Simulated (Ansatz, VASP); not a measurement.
HgH4S in VASP and in Ansatz

```
Hg H S
1.0
    12.96000    0.00000    0.00000
     0.00000   12.69000    0.00000
     0.00000    0.00000   10.95000
Hg H S
1 4 1
Direct
  0.53310 0.59270 0.49987
  0.65291 0.54505 0.49987
  0.41472 0.64510 0.49987
  0.34722 0.39971 0.58878
  0.34722 0.39971 0.41096
  0.40596 0.35461 0.49987
```

Alike in both runs: task single point; functional PBE; k mesh 1 × 1 × 1; occupations gaussian, width 0.01 eV; no spin polarisation.

|  | VASP | Ansatz |
| --- | --- | --- |
| version | VASP 6.6.1 | Ansatz 0.2.0 |
| potentials or method | VASP PAW PBE potentials, release 64 (Hg_sv_GW, H, S), cutoff 410 eV | scalar-relativistic, plane waves, PAW |
| valence electrons in the cell | 30 | 30 |

```csv
,VASP,Ansatz,Ansatz less VASP
gap on the k mesh at the Fermi level (eV),5.17,5.15,-0.014
rms of the force components (eV/Å),0.147,0.126,-0.0211
```

The functional is the same, so the differences come from potentials, cutoffs and numerics.

Spin-orbit coupling is off throughout.
